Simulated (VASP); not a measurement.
# AgCl in VASP: further runs, part 2 of 2

VASP 6.6.1. Earlier steps stand in the parts before.

## Step 5: Single point, PBEsol (zz strain of +1 %)

Input file INCAR:

```
SYSTEM = AgCl
ALGO = Normal
EDIFF = 1E-6
ENCUT = 520
GGA = PS
ISIF = 2
ISMEAR = -1
LASPH = .True.
LCHARG = .False.
LREAL = .False.
LWAVE = .False.
NBANDS = 16
NELM = 60
PREC = Accurate
SIGMA = 0.01
```

Input file KPOINTS:

```
k-points
0
Gamma
  9 9 9
  0 0 0
```

Input file POSCAR:

```
AgCl
1.0
    0.0000000000      2.7731500000      2.8008815000
    2.7731500000      0.0000000000      2.8008815000
    2.7731500000      2.7731500000      0.0000000000
Ag Cl
1 1
Direct
    0.5000000000      0.5000000000      0.5000000000
    0.0000000000      0.0000000000      0.0000000000
```

Potentials or basis: VASP PAW PBE potentials, release 64 (Ag, Cl).

The run is started by

```sh
cat potpaw_PBE.64/Ag/POTCAR potpaw_PBE.64/Cl/POTCAR > POTCAR
mpirun -np 1 vasp_std > vasp.out
```

OUTCAR:

```text
SYSTEM = AgCl
   EDIFF = 1E-6
   ENCUT = 520
   GGA = PS
   ISIF = 2
   ISMEAR = -1
   LASPH = .True.
   LREAL = .False.
   NELM = 60
   PREC = Accurate

 ion  position               nearest neighbor table
   1  0.500  0.500  0.500-   2 2.77   2 2.77   2 2.77   2 2.77   2 2.80   2 2.80
   2  0.000  0.000  0.000-   1 2.77   1 2.77   1 2.77   1 2.77   1 2.80   1 2.80

  LATTYP: Found a body centered tetragonal cell.
 ALAT       =     3.9218263405
 C/A-ratio  =     1.4283556980

  Lattice vectors:

 A1 = (  -2.7731500000,   0.0000000000,   2.8008815000)
 A2 = (   2.7731500000,   0.0000000000,   2.8008815000)
 A3 = (   0.0000000000,   2.7731500000,  -2.8008815000)

Analysis of symmetry for initial positions (statically):
=====================================================================
 Subroutine PRICEL returns:
 Original cell was already a primitive cell.

 Routine SETGRP: Setting up the symmetry group for a
 body centered tetragonal supercell.

 Subroutine GETGRP returns: Found 16 space group operations
 (whereof 16 operations were pure point group operations)
 out of a pool of 16 trial point group operations.

The static configuration has the point symmetry D_4h.

Analysis of symmetry for dynamics (positions and initial velocities):
=====================================================================
 Subroutine PRICEL returns:
 Original cell was already a primitive cell.

 Routine SETGRP: Setting up the symmetry group for a
 body centered tetragonal supercell.

 Subroutine GETGRP returns: Found 16 space group operations
 (whereof 16 operations were pure point group operations)
 out of a pool of 16 trial point group operations.

The dynamic configuration has the point symmetry D_4h.

 Subroutine INISYM returns: Found 16 space group operations
 (whereof 16 operations are pure point group operations),
 and found     1 'primitive' translations

----------------------------------------------------------------------------------------

[... 107 lines left out ...]
   ISMEAR =    -1;   SIGMA  =   0.01  broadening in eV -4-tet -1-fermi 0-gaus
   EFERMI_NEDOS =   21; number of points for ismear=-14 and -15
   IALGO  =     38    algorithm
   IMIX   =      4    mixing-type and parameters
     AMIX     =   0.40;   BMIX     =  1.00
     AMIX_MAG =   1.60;   BMIX_MAG =  1.00
  volume/ion in A,a.u.               =      21.54       145.36
  Fermi-wavevector in a.u.,A,eV,Ry     =   1.223888  2.312814 20.380208  1.497903
  Thomas-Fermi vector in A             =   2.358983
   LORBIT       =      0    0 simple, 1 ext, 2 COOP (PROOUT), +10 PAW based schemes
   GGA     = PS    functional components
   LHFCALC =     F    Hartree Fock is set to
   AEXX    =    0.0000 exact exchange contribution
   IVDW    =     0    specifies the selected vdW correction
   LEPSILON=     F    determine dielectric tensor
   LRPA    =     F    only Hartree local field effects (RPA)
 non-spin polarized calculation
  energy-cutoff  :      520.00
  volume of cell :       43.08
 maximum number of plane-waves:      1181
 NGX is ok and might be reduce to    30
   NGX = 15   NGY = 15   NGZ = 15

 number of electron      18.0000003 magnetization

 Free energy of the ion-electron system (eV)
  ---------------------------------------------------
  ext. energy  EPLUGINS =         0.00000000
  ---------------------------------------------------
  free energy    TOTEN  =        -6.03357930 eV

  energy without entropy =       -6.03357930  energy(sigma->0) =       -6.03357930

 E-fermi :   3.8121     XC(G=0): -10.1635

 val. band max:        3.5716891738   @ k =   0.4444   0.0000   0.0000
 cond. band min:       4.3213147391   @ k =   0.0000   0.0000   0.0000
 fundamental gap:      0.7496255653
 Fermi energy:         3.8120858810

 k-point     1 :       0.0000    0.0000    0.0000
  band No.  band energies     occupation
      1     -11.4891      2.00000
      2       1.1364      2.00000
      3       1.1609      2.00000
      4       1.1609      2.00000
      5       1.1899      2.00000
      6       1.1927      2.00000
[... 433 lines left out ...]
      3       0.5539      2.00000
      4       0.5539      2.00000
      5       0.8242      2.00000
      6       1.3655      2.00000
[... 8 lines left out ...]
     15      18.9485      0.00000
     16      18.9490      0.00000

 [... further k-points ...]
[... 5 lines left out ...]
  --------------------------------------------------------------------------------------
  -------------------------------------------------------------------------------------
  Total       -0.8333914     -0.8333914     -0.8612123      0.0000000      0.0000000      0.0000000
  in kB      -30.9947495    -30.9947495    -32.0294423      0.0000000      0.0000000      0.0000000
  external PRESSURE =     -31.3396471 kB  Pullay stress =       0.0000000 kB

 VOLUME and BASIS-vectors are now :
 -----------------------------------------------------------------------------
  energy-cutoff  :      520.00
  volume of cell :       43.08
      direct lattice vectors                 reciprocal lattice vectors
     0.000000000  2.773150000  2.800881500    -0.180300380  0.180300380  0.178515228
     2.773150000  0.000000000  2.800881500     0.180300380 -0.180300380  0.178515228
     2.773150000  2.773150000  0.000000000     0.180300380  0.180300380 -0.178515228

 POSITION                                       TOTAL-FORCE (eV/Angst)
 -----------------------------------------------------------------------------------
      2.77315      2.77315      2.80088         0.000000     -0.000000      0.000000
      0.00000      0.00000      0.00000        -0.000000      0.000000     -0.000000
 -----------------------------------------------------------------------------------
    total drift:                                0.000000      0.000000      0.000000

  FREE ENERGIE OF THE ION-ELECTRON SYSTEM (eV)
  ---------------------------------------------------
  free  energy   TOTEN  =        -6.0335792967 eV

  energy  without entropy=       -6.0335792967  energy(sigma->0) =       -6.03357930
```

Wall time 44 s (1 thread of Intel Xeon Platinum 8259CL at 2.50GHz (Skylake/Cascade Lake), shared host); peak memory 0.2 GiB.

Results:

- Free energy: -6.0336 eV
- Pressure: -3.1 GPa
- Band gap on the k mesh: 0.75 eV, indirect (least direct gap 2.97 eV)

Stress tensor (GPa, compression positive):
```
-3.10  0.00  0.00
 0.00 -3.10  0.00
 0.00  0.00 -3.20
```

Caveat: the cell differs from its parent crystal (zz strain of +1 %); the PAW data sets were made with another functional, which shifts forces and pressure a little. A k mesh can miss the band edges.

## Step 6: The runs side by side

```csv
cell,gap on the mesh (eV),pressure (GPa)
"a = 3.948 Å, angles 60.0°, 2 atoms",0.78,-3.5
"a = 3.973 Å, angles 60.0°, 2 atoms",0.79,-4.2
"a = 3.999 Å, angles 60.0°, 2 atoms",0.80,-4.8
"a = 3.941, b = 3.941, c = 3.922 Å, angles 60.2, 60.2, 59.7°, 2 atoms",0.75,-3.1
```

Alike in all rows: task single point; level PBEsol; potentials or basis VASP PAW PBE potentials, release 64 (Ag, Cl); no spin polarisation; k mesh 9 × 9 × 9; cutoff (eV) 520; smearing fermi-dirac 0.01 eV.

Caveats: the PAW data sets were made with another functional, which shifts forces and pressure a little.

Total energies depend on the potentials used, so only differences within one code and one set of settings carry meaning.
